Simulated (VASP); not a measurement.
Here is a VASP 6.6.1 calculation.

Contents of INCAR:

```
SYSTEM = Al32C
  PREC = Accurate
  ENCUT = 520
  EDIFF = 1E-7
  ISMEAR = 0
  SIGMA = 0.1
  LREAL = Auto
  LASPH = .True.
  NELM = 80
  ALGO = Normal
  ISIF = 2
  LWAVE = .False.
  LCHARG = .False.
  GGA = PE
  IVDW = 12
  NBANDS = 72
```

Contents of KPOINTS:

```
regular mesh
0
Gamma
  3 3 3
  0 0 0
```

Contents of POSCAR:

```
Al32C
1.0
    8.1000000000      0.0000000000      0.0000000000
    0.0000000000      8.1000000000      0.0000000000
    0.0000000000      0.0000000000      8.1000000000
Al C
32 1
Direct
    0.5002092430      0.0006820626      0.0001549294
    0.7479301097      0.2501202282      0.0001609788
    0.7469609365     -0.0030814944      0.2469296723
    0.0001822841     -0.0021255808      0.0001579984
    0.2524874220      0.2501126476      0.0001460124
    0.5002086815      0.4995646313      0.0001541627
    0.7507636087      0.7501371070      0.0001556791
    0.2534385455     -0.0031774522      0.2468326844
    0.5002140390      0.2501190179      0.2478797306
    0.7468945425      0.5033437034      0.2468651478
    0.5002130602     -0.0021349940      0.5001347580
    0.7414501694      0.2501481350      0.5001680026
    0.7468857988     -0.0031537507      0.7533676305
    0.0001746912      0.5023983838      0.0001481298
    0.2496140547      0.7501363312      0.0001549553
    0.0002239808      0.2501468721      0.2413457949
    0.2534957076      0.5034300212      0.2467612584
    0.5002094570      0.7501365893      0.2507022297
    0.0002233250     -0.0086902700      0.5001660652
    0.2593087198      0.2501400965      0.5001590765
    0.5002001960      0.5024069990      0.5001291261
    0.7479327995      0.7501418271      0.5001365885
    0.2535026748     -0.0032571564      0.7534532468
    0.5001994663      0.2501133869      0.7524290264
    0.7468136511      0.5034097534      0.7534260162
    0.0001828978      0.7501398465      0.2478918377
    0.0002151177      0.5091973718      0.5001594396
    0.2524850809      0.7501285220      0.5001279807
    0.0002149107      0.2501402738      0.7592269978
    0.2535553401      0.5034932657      0.7535082765
    0.5002089222      0.7501357865      0.7495778085
    0.0001742797      0.7501299067      0.7524180779
    0.0004850161      0.2503262121      0.5003679504
```

Potentials or basis: VASP PAW PBE potentials, release 64 (Al, C).

The run is started by

```bash
$ cat potpaw_PBE.64/Al/POTCAR potpaw_PBE.64/C/POTCAR > POTCAR
$ mpirun -np 1 vasp_std > vasp.out
```

Predict the pressure.

-3.2 GPa.

Estimate the dispersion energy per atom.

-0.333 eV.

Estimate the largest force.

0.009 eV/Å.

What does it give for the band gap on the k mesh?

Zero (bands 50 and 51 overlap by 0.43 eV).

Forces in eV/Å, atoms in the order of the input:
```
Al   0.002  0.005  0.002
Al  -0.006  0.000 -0.001
Al   0.000 -0.001  0.000
Al  -0.001 -0.005 -0.001
Al   0.005  0.000  0.000
Al   0.001 -0.005  0.001
Al   0.005  0.002  0.002
Al   0.001  0.002  0.002
Al  -0.001 -0.001 -0.005
Al   0.001  0.001  0.000
Al  -0.001 -0.005  0.000
Al  -0.008  0.002  0.002
Al   0.001  0.000  0.001
Al   0.000  0.006  0.000
Al  -0.003  0.001  0.001
Al   0.002  0.001 -0.007
Al   0.000  0.000  0.001
Al   0.002  0.002  0.005
Al   0.002 -0.006  0.001
Al  -0.001  0.000  0.000
Al   0.000  0.005  0.000
Al  -0.006  0.000 -0.001
Al  -0.001  0.001 -0.001
Al   0.000  0.000  0.005
Al   0.002  0.000  0.000
Al  -0.001  0.000 -0.006
Al   0.001  0.000  0.001
Al   0.005  0.000  0.000
Al   0.001  0.000  0.000
Al  -0.002 -0.001 -0.001
Al   0.002  0.001 -0.004
Al   0.000  0.001  0.005
C   -0.004 -0.005 -0.004
```
